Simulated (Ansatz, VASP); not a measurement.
Two plane-wave programs on Ti

```
Ti
1.0
     2.95000    0.00000    0.00000
    -1.47500    2.55477    0.00000
     0.00000    0.00000    4.68000
Ti
2
Direct
  0.66667 0.33333 0.75000
  0.33333 0.66667 0.25000
```

Alike in both runs: functional PBE; dispersion D3(BJ); k mesh 10 × 10 × 6; occupations methfessel-paxton of order 1, width 0.1 eV; no spin polarisation.

```csv
,VASP,Ansatz
version,VASP 6.6.1,Ansatz 0.2.0
potentials or method,"VASP PAW PBE potentials, release 64 (Ti_sv)",Ansatz PAW
plane-wave cutoff (eV),520,420
valence electrons in the cell,24,24
task,single point,electron localisation function
```

|  | VASP | Ansatz | Ansatz less VASP |
| --- | --- | --- | --- |
| gap on the k mesh at the Fermi level (eV) | none | none | - |
| pressure (GPa) | -7.3 | -7.1 | +0.26 |
| traceless stress, the component that is largest in VASP (GPa) | -0.22 | -0.21 | +0.011 |

A gap of «none» marks a metal or a gap that the smearing closes.
